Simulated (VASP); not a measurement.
## Re: relaxation of cell and atoms with PBEsol

Crystal: Re.

```
Re
1.0
     2.76080    0.00000    0.00000
    -1.38040    2.39092    0.00000
     0.00000    0.00000    4.45820
Re
2
Direct
  0.33333 0.66667 0.25000
  0.66667 0.33333 0.75000
```

| Item | Value |
| --- | --- |
| Program | VASP 6.6.1 |
| Task | relaxation of cell and atoms |
| Functional | PBEsol |
| Potentials or basis | VASP PAW PBE potentials, release 64 (Re) |
| Cutoff | 600 eV |
| k mesh | 13 × 13 × 7 |
| Occupations | fermi-dirac, width 0.1 eV |
| Spin | no spin polarisation |
| Dipole correction | no |
| Further INCAR settings | ALGO = Normal; EDIFF = 1e-06; IBRION = 2; EDIFFG = -0.01; NSW = 80; ISIF = 3 |

```yaml
Relaxed_volume: 14.56 Å³/atom
Relaxed_cell: a = 2.753 Å, b = 2.753 Å, c = 4.438 Å, α = 90.00°, β = 90.00°, γ = 120.00°
Space_group_after_relaxing_to_0.1_Å: P6_3/mmc (No. 194)
Energy_gained_by_relaxing: 2.0 meV/atom
Ionic_steps: 9
Pressure_after_relaxing: 0.1 GPa
Band_gap_on_the_k_mesh: zero (bands 7 and 8 overlap by 2.84 eV)
```

The path:
```
step  energy change (eV)  largest force (eV/Å)  pressure (GPa)  volume (Å³)
   1              0.0000                0.0000           -4.06        29.43
   2              0.0694                0.0000           19.44        27.87
   3             -0.0040                0.0000           -0.05        29.13
   4             -0.0040                0.0000           -0.04        29.12
   5             -0.0039                0.0000            0.64        29.08
   6             -0.0040                0.0000            0.12        29.12
   7             -0.0040                0.0000            0.07        29.12
   8             -0.0040                0.0000            0.09        29.12
   9             -0.0040                0.0000            0.08        29.12
```

Final structure:
```yaml
crystal:
  lattice:
    - [2.75256, 0.00000, 0.00000]
    - [-1.37628, 2.38379, 0.00000]
    - [0.00000, 0.00000, 4.43757]
  atoms:
    - { symbol: Re, position: [0.33333, 0.66667, 0.25000] }
    - { symbol: Re, position: [0.66667, 0.33333, 0.75000] }
```

Levels at points of the mesh, in eV from the Fermi level:
| k point | band 3 | band 4 | band 5 | band 6 | band 7 | band 8 | band 9 | band 10 | band 11 |
| --- | --- | --- | --- | --- | --- | --- | --- | --- | --- |
| (0.00, 0.00, 0.00) | -1.62 | -1.62 | -1.59 | -0.76 | -0.76 | 0.18 | 0.18 | 0.65 | 3.42 |

Run time: 2.9 min on 1 thread of Intel Xeon 8259CL, on a shared host, peak memory 0.19 GiB.

Caveat: the PAW data sets were made with another functional, which shifts forces and pressure a little; spin-orbit coupling is left out, which moves the levels of the heavy elements.
